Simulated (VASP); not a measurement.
A run of VASP 6.6.1 is set up as follows.

File INCAR:

```
SYSTEM = ZnCu
  PREC = Accurate
  ENCUT = 600
  EDIFF = 1E-6
  ISMEAR = -1
  SIGMA = 0.1
  LREAL = .FALSE.
  LASPH = .TRUE.
  NELM = 120
  ALGO = Normal
  ISIF = 2
  LWAVE = .FALSE.
  LCHARG = .FALSE.
  GGA = PE
  NBANDS = 18
  GGA_COMPAT = .FALSE.
```

Contents of KPOINTS:

```
Automatic mesh
0
G
  8 8 8
  0 0 0
```

The input POSCAR:

```
ZnCu
1.0
    2.8642740932      0.0000000000      0.0000000000
    0.0000000000      2.8642740932      0.0000000000
    0.0000000000      0.0000000000      2.8642740932
Zn Cu
1 1
Direct
    0.5000000000      0.5000000000      0.5000000000
    0.0000000000      0.0000000000      0.0000000000
```

Potentials or basis: VASP PAW PBE potentials, release 64 (Zn, Cu).

Launch:

```sh
$ cat potpaw_PBE.64/Zn/POTCAR potpaw_PBE.64/Cu/POTCAR > POTCAR
$ mpirun -np 1 vasp_std > vasp.out
```

Problem. Estimate the pressure.

Solution. 16.0 GPa.

Problem. Predict the band gap on the k mesh.

Solution. Zero (an odd number of electrons rules out a gap without spin polarisation).

Caveat: the cell stands under pressure.
